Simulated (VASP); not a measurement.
# O (Fmmm) in VASP: further runs, part 3 of 3

VASP 6.6.1. Earlier steps stand in the parts before.

## (6) Single point, PBEsol (11.27 Å³/atom)

This run uses another cell than the first one, of 11.27 Å³/atom.

Input file INCAR:

```
SYSTEM = O
PREC = Accurate
ENCUT = 600
EDIFF = 1E-6
ISMEAR = 0
SIGMA = 0.15
LREAL = .False.
LASPH = .True.
NELM = 120
ALGO = Normal
ISIF = 2
LWAVE = .False.
LCHARG = .False.
GGA = PS
NBANDS = 13
GGA_COMPAT = .False.
```

Input file KPOINTS:

```
regular mesh
0
Gamma
  22 22 22
  0 0 0
```

Input file POSCAR:

```
O
1.0
    0.0000000000      1.5770242505      4.5180743903
    1.5824310704      0.0000000000      4.5180743903
    1.5824310704      1.5770242505      0.0000000000
O
2
Direct
    0.0675080576      0.0675080576      0.9324919424
    0.9324919424      0.9324919424      0.0675080576
```

Potentials or basis: VASP PAW PBE potentials, release 64 (O).

The run is started by

```
$ cat potpaw_PBE.64/O/POTCAR > POTCAR
$ mpirun -np 1 vasp_std > vasp.out
```

OUTCAR:

```text
SYSTEM = O
   PREC = Accurate
   ENCUT = 600
   EDIFF = 1E-6
   ISMEAR = 0
   LREAL = .False.
   LASPH = .True.
   NELM = 120
   ISIF = 2
   GGA = PS

 ion  position               nearest neighbor table
   1  0.068  0.068  0.932-   2 1.22
   2  0.932  0.932  0.068-   1 1.22

  LATTYP: Found a face centered orthorhombic cell.
 ALAT       =     3.1540485010
 B/A-ratio  =     1.0034284951
 C/A-ratio  =     2.8649365340

  Lattice vectors:

 A1 = (   1.5824310704,   0.0000000000,  -4.5180743903)
 A2 = (   0.0000000000,   1.5770242505,  -4.5180743903)
 A3 = (   1.5824310704,   1.5770242505,   0.0000000000)

Analysis of symmetry for initial positions (statically):
=====================================================================
 Subroutine PRICEL returns:
 Original cell was already a primitive cell.

 Routine SETGRP: Setting up the symmetry group for a
 face centered orthorhombic supercell.

 Subroutine GETGRP returns: Found  8 space group operations
 (whereof  8 operations were pure point group operations)
 out of a pool of  8 trial point group operations.

The static configuration has the point symmetry D_2h.

Analysis of symmetry for dynamics (positions and initial velocities):
=====================================================================
 Subroutine PRICEL returns:
 Original cell was already a primitive cell.

 Routine SETGRP: Setting up the symmetry group for a
 face centered orthorhombic supercell.

 Subroutine GETGRP returns: Found  8 space group operations
 (whereof  8 operations were pure point group operations)
 out of a pool of  8 trial point group operations.

The dynamic configuration has the point symmetry D_2h.

 Subroutine INISYM returns: Found  8 space group operations
 (whereof  8 operations are pure point group operations),
 and found     1 'primitive' translations

----------------------------------------------------------------------------------------

                                     Primitive cell

  volume of cell :      22.5500

  direct lattice vectors                    reciprocal lattice vectors
     0.000000000  1.577024251  4.518074390    -0.315969529  0.317052829  0.110666615
     1.582431070  0.000000000  4.518074390     0.315969529 -0.317052829  0.110666615
     1.582431070  1.577024251  0.000000000     0.315969529  0.317052829 -0.110666615

  length of vectors
     4.785394621  4.787179158  2.234075554     0.461092550  0.461092550  0.461092550

  position of ions in fractional coordinates (direct lattice)
     0.067508058  0.067508058  0.932491942
     0.932491942  0.932491942  0.067508058

  ion indices of the primitive-cell ions
   primitive index   ion index
                 1           1
                 2           2

----------------------------------------------------------------------------------------

 KPOINTS: regular mesh

Automatic generation of k-mesh.
 Grid dimensions read from file:
 generate k-points for:   22   22   22

[... 22 lines left out ...]
  0.090909  0.000000  0.000000      8.000000
  0.136364  0.000000  0.000000      8.000000
  0.181818  0.000000  0.000000      8.000000
  0.227273 -0.000000 -0.000000      8.000000
[... 16 lines left out ...]
  0.500000  0.045455  0.000000      8.000000
 -0.454545  0.045455  0.000000      8.000000
 [... further k-points ...]
   k-points           NKPTS =   1530   k-points in BZ     NKDIM =   1530   number of bands    NBANDS=     13
   number of dos      NEDOS =    301   number of ions     NIONS =      2
   total plane-waves  NPLWV =  28800
   dimension x,y,z NGX =    40 NGY =   40 NGZ =   18
   dimension x,y,z NGXF=    80 NGYF=   80 NGZF=   36
   ions per type =               2
   NGX,Y,Z   is equivalent  to a cutoff of  13.90, 13.89, 13.39 a.u.
   NGXF,Y,Z  is equivalent  to a cutoff of  27.79, 27.78, 26.79 a.u.
 SYSTEM =  O
   PREC   = accura    normal or accurate (medium, high low for compatibility)
   ISTART =      0    job   : 0-new  1-cont  2-samecut
   ICHARG =      2    charge: 1-file 2-atom 10-const
   ISPIN  =      1    spin polarized calculation?
   LNONCOLLINEAR =      F non collinear calculations
   LSORBIT =      F    spin-orbit coupling
   LASPH  =      T    aspherical Exc in radial PAW
   ENCUT  =  600.0 eV  44.10 Ry    6.64 a.u.   9.56  9.56  4.46*2*pi/ulx,y,z
   NELM   =    120;   NELMIN=  2; NELMDL= -5     # of ELM steps
   EDIFF  = 0.1E-05   stopping-criterion for ELM
   LREAL  =      F    real-space projection
   EDIFFG = 0.1E-04   stopping-criterion for IOM
   NSW    =      0    number of steps for IOM
   IBRION =     -1    ionic relax: 0-MD 1-quasi-New 2-CG
   NFREE  =      0    steps in history (QN), initial steepest desc. (CG)
   ISIF   =      2    stress and relaxation
   ISYM   =      2    0-nonsym 1-usesym 2-fastsym
   POTIM  = 0.5000    time-step for ionic-motion
   TEBEG  =    0.0;   TEEND  =   0.0 temperature during run
   PSTRESS=    0.0 pullay stress
   NELECT =      12.0000    total number of electrons
   NUPDOWN=      -1.0000    fix difference up-down
   EMIN   =  10.00;   EMAX   =-10.00  energy-range for DOS
   EFERMI =   0.00;   METHOD = LEGACY
   ISMEAR =     0;   SIGMA  =   0.15  broadening in eV -4-tet -1-fermi 0-gaus
   EFERMI_NEDOS =   21; number of points for ismear=-14 and -15
   IALGO  =     38    algorithm
   IMIX   =      4    mixing-type and parameters
     AMIX     =   0.40;   BMIX     =  1.00
     AMIX_MAG =   1.60;   BMIX_MAG =  1.00
  volume/ion in A,a.u.               =      11.27        76.09
  Fermi-wavevector in a.u.,A,eV,Ry     =   1.326640  2.506986 23.945893  1.759973
  Thomas-Fermi vector in A             =   2.456012
   LORBIT       =      0    0 simple, 1 ext, 2 COOP (PROOUT), +10 PAW based schemes
   GGA     = PS    functional components
   LHFCALC =     F    Hartree Fock is set to
   AEXX    =    0.0000 exact exchange contribution
   IVDW    =     0    specifies the selected vdW correction
   LEPSILON=     F    determine dielectric tensor
   LRPA    =     F    only Hartree local field effects (RPA)
 non-spin polarized calculation
 Gauss-broadening in eV      SIGMA  =   0.15
  energy-cutoff  :      600.00
  volume of cell :       22.55
 maximum number of plane-waves:       779
   NGX = 19   NGY = 19   NGZ =  9

 number of electron      11.9999999 magnetization

 Free energy of the ion-electron system (eV)
  ---------------------------------------------------
  ext. energy  EPLUGINS =         0.00000000
  ---------------------------------------------------
  free energy    TOTEN  =       -10.23494872 eV

  energy without entropy =      -10.22554823  energy(sigma->0) =      -10.23024847

 E-fermi :   0.4592     XC(G=0):  -9.3184

 val. band max:        0.4586532621   @ k =   0.5000   0.2727   0.1364
 cond. band min:       0.4592446634   @ k =   0.4091  -0.2273   0.2727
 fundamental gap:      0.0005914013
 Fermi energy:         0.4591682666

 k-point     1 :       0.0000    0.0000    0.0000
  band No.  band energies     occupation
      1     -27.4296      2.00000
      2     -15.0093      2.00000
      3      -8.2402      2.00000
      4      -3.9673      2.00000
      5      -3.9554      2.00000
      6       2.3575      0.00000
      7       2.3668      0.00000
      8       9.0380      0.00000
      9       9.7536      0.00000
     10      12.5970      0.00000
     11      18.0949      0.00000
     12      21.5058      0.00000
     13      28.7404      0.00000
[... 354 lines left out ...]
  band No.  band energies     occupation
      1     -26.1991      2.00000
      2     -13.3874      2.00000
      3      -9.6490      2.00000
      4      -6.6758      2.00000
      5      -3.3703      2.00000
      6      -2.2514      2.00000
      7       2.8141      0.00000
      8       9.8333      0.00000
      9      14.3159      0.00000
     10      14.9090      0.00000
     11      19.7795      0.00000
     12      20.6268      0.00000
     13      23.6425      0.00000

 [... further k-points ...]

------------------------ aborting loop because EDIFF is reached ----------------------------------------

  FORCE on cell =-STRESS in cart. coord.  units (eV):
  Direction    XX          YY          ZZ          XY          YZ          ZX
  --------------------------------------------------------------------------------------
  -------------------------------------------------------------------------------------
  Total        1.3023084      1.3007587      0.0483915     -0.0000000      0.0000000      0.0000000
  in kB       92.5290017     92.4188964      3.4382133     -0.0000000      0.0000000      0.0000000
  external PRESSURE =      62.7953705 kB  Pullay stress =       0.0000000 kB

 VOLUME and BASIS-vectors are now :
 -----------------------------------------------------------------------------
  energy-cutoff  :      600.00
  volume of cell :       22.55
      direct lattice vectors                 reciprocal lattice vectors
     0.000000000  1.577024251  4.518074390    -0.315969529  0.317052829  0.110666615
     1.582431070  0.000000000  4.518074390     0.315969529 -0.317052829  0.110666615
     1.582431070  1.577024251  0.000000000     0.315969529  0.317052829 -0.110666615

 POSITION                                       TOTAL-FORCE (eV/Angst)
 -----------------------------------------------------------------------------------
      1.58243      1.57702      0.61001         0.000000      0.000000      0.109589
      1.58243      1.57702      8.42614         0.000000      0.000000     -0.109589
 -----------------------------------------------------------------------------------
    total drift:                                0.000000      0.000000      0.000000

  FREE ENERGIE OF THE ION-ELECTRON SYSTEM (eV)
  ---------------------------------------------------
  free  energy   TOTEN  =       -10.2349487212 eV

  energy  without entropy=      -10.2255482285  energy(sigma->0) =      -10.23024847
```

Run time: 8.5 min. Hardware: 1 thread of Oxide Virtual Turin-like, shared host; peak memory 0.48 GiB.

Results:

* Free energy: -10.2349 eV
* Pressure: 6.3 GPa
* Largest force: 0.110 eV/Å
* Band gap on the k mesh: zero (bands 6 and 7 overlap by 3.38 eV)

Forces on the atoms (eV/Å):
```
O    0.000  0.000  0.110
O    0.000  0.000 -0.110
```

Levels at points of the mesh, in eV from the Fermi level:
```
           k point  band 4  band 5  band 6  band 7  band 8  band 9
(0.00, 0.00, 0.00)   -4.43   -4.41    1.90    1.91    8.58    9.29
(0.50, 0.00, 0.00)   -7.14   -3.83   -2.71    2.35    9.37   14.03
(0.50, 0.50, 0.00)   -4.43   -4.42    1.91    1.92    5.40   11.92
(0.50, 0.00, 0.50)   -8.63   -6.09   -1.52   -1.42   10.62   11.17
(0.00, 0.50, 0.50)   -8.62   -6.09   -1.50   -1.44   10.63   11.17
```

Caveat: the standard files for N, O and F lose accuracy on very short bonds; spin is off for a triplet molecule; the stress differs along the axes, from 0 to 9 GPa; this functional lacks dispersion, which holds the molecules together, so the pressure and a relaxed volume are unreliable; the PAW data sets were made with another functional, which shifts forces and pressure a little.

## (7) Single point, PBEsol (11.28 Å³/atom)

This run uses another cell than the first one, of 11.28 Å³/atom.

Input file INCAR:

```
PREC = Accurate ; ENCUT = 600
EDIFF = 1E-6 ; ISMEAR = 0
SIGMA = 0.15 ; LREAL = F
LASPH = T ; NELM = 120
ALGO = Normal ; ISIF = 2
LWAVE = F ; LCHARG = F
GGA = PS ; NBANDS = 13
GGA_COMPAT = F
```

Input file KPOINTS:

```
Automatic mesh
0
Gamma
  22 22 22
```

Input file POSCAR:

```
O
1.0
    0.0000000000      1.6416732935      4.1692376822
    1.6473017622      0.0000000000      4.1692376822
    1.6473017622      1.6416732935      0.0000000000
O
2
Direct
    0.0675080576      0.0675080576      0.9324919424
    0.9324919424      0.9324919424      0.0675080576
```

The run is started by

```
$ cat potpaw_PBE.64/O/POTCAR > POTCAR
$ mpirun -np 1 vasp_std > vasp.out
```

It took 8.4 min on 1 thread of Oxide Virtual Turin-like, shared host; peak memory 0.46 GiB.

Results (log left out):

```yaml
Free_energy: -9.8358 eV
Pressure: 28.6 GPa
Largest_force: 10.691 eV/Å
Band_gap_on_the_k_mesh: zero (bands 6 and 7 overlap by 2.85 eV)
```

Forces in eV/Å, atoms in the order of the input:
```
O     0.000   0.000  10.691
O     0.000   0.000 -10.691
```

Stress tensor (GPa, compression positive):
```
 0.28  0.00  0.00
 0.00  0.31  0.00
 0.00  0.00 85.13
```

Levels at points of the mesh, in eV from the Fermi level:
```
           k point  band 2  band 3  band 4  band 5  band 6  band 7  band 8  band 9  band 10  band 11
(0.00, 0.00, 0.00)  -15.03   -9.64   -6.76   -6.75    1.60    1.60    8.63   10.55    12.87    17.08
(0.50, 0.00, 0.00)  -13.83  -11.27   -8.11   -6.30   -2.26    1.98   10.83   13.80    14.72    17.73
(0.50, 0.50, 0.00)  -15.32   -9.00   -6.77   -6.76    1.64    1.65    6.37   10.08    14.82    18.76
(0.50, 0.00, 0.50)  -12.69  -10.16  -10.15   -7.16   -1.31   -1.12   10.12   13.29    17.20    17.35
(0.00, 0.50, 0.50)  -12.69  -10.19  -10.13   -7.16   -1.29   -1.14   10.12   13.31    17.21    17.27
```

Caveat: the standard files for N, O and F lose accuracy on very short bonds; spin is off for a triplet molecule; the stress differs along the axes, from 0 to 85 GPa; this functional lacks dispersion, which holds the molecules together, so the pressure and a relaxed volume are unreliable; the PAW data sets were made with another functional, which shifts forces and pressure a little.

## (8) Summary

| cell | gap on the mesh (eV) | pressure (GPa) | largest force (eV/Å) |
| --- | --- | --- | --- |
| a = 4.211, b = 4.214, c = 2.302 Å, angles 74.1, 74.2, 31.7°, 2 atoms | none | 71.7 | 26.00 |
| a = 4.803, b = 4.805, c = 2.124 Å, angles 77.2, 77.3, 25.5°, 2 atoms | none | 14.7 | 0.96 |
| a = 4.642, b = 4.644, c = 2.167 Å, angles 76.5, 76.5, 27.0°, 2 atoms | none | 22.3 | 3.25 |
| a = 4.629, b = 4.631, c = 2.279 Å, angles 75.7, 75.8, 28.5°, 2 atoms | none | 15.6 | 4.63 |
| a = 4.785, b = 4.787, c = 2.234 Å, angles 76.5, 76.5, 27.0°, 2 atoms | none | 6.3 | 0.11 |
| a = 4.481, b = 4.483, c = 2.326 Å, angles 74.9, 75.0, 30.1°, 2 atoms | none | 28.6 | 10.69 |

Alike in all rows: task single point; level PBEsol; potentials or basis VASP PAW PBE potentials, release 64 (O); no spin polarisation; k mesh 22 × 22 × 22; cutoff (eV) 600; smearing gaussian 0.15 eV.

Caveats: the standard files for N, O and F lose accuracy on very short bonds; spin is off for a triplet molecule; this functional lacks dispersion, which holds the molecules together, so the pressure and a relaxed volume are unreliable; the PAW data sets were made with another functional, which shifts forces and pressure a little; the stress differs along the axes, from 1 to 212 GPa (at least some runs); the stress differs along the axes, from -10 to 27 GPa (at least some runs); the stress differs along the axes, from 19 to 29 GPa (at least some runs).

Absolute energies hang on the potentials; compare differences alone.
